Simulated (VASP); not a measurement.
A run of VASP 6.6.1:

File INCAR:

```
ALGO = Normal
EDIFF = 1E-7
ENCUT = 520
GGA = PE
ISIF = 2
ISMEAR = 0
LASPH = T
LCHARG = T
LELF = T
LREAL = F
LVHAR = T
LWAVE = F
NBANDS = 13
NELM = 80
PREC = Accurate
SIGMA = 0.1
```

The input KPOINTS:

```
k-points
0
Gamma
  6 6 6
```

Contents of POSCAR:

```
Si
1.0
    0.0000000000      3.1759473100      3.1759473100
    3.1759473100      0.0000000000      3.1759473100
    3.1759473100      3.1759473100      0.0000000000
Si
3
Direct
    0.2500000000      0.2500000000      0.2500000000
    0.5000000000      0.5000000000      0.5000000000
    0.7500000000      0.7500000000      0.7500000000
```

Potentials or basis: VASP PAW PBE potentials, release 64 (Si).

The run is started by

```console
$ cat potpaw_PBE.64/Si/POTCAR > POTCAR
$ mpirun -np 1 vasp_std > vasp.out
```

Hardware: 1 thread of Intel Xeon 8259CL, on a shared host.

Task: How long does it take, and how much memory?

Result: It took 28 s on 1 thread of Intel Xeon 8259CL (shared host), peak memory 0.19 GiB. Counts: scf iterations 14, k points 16.
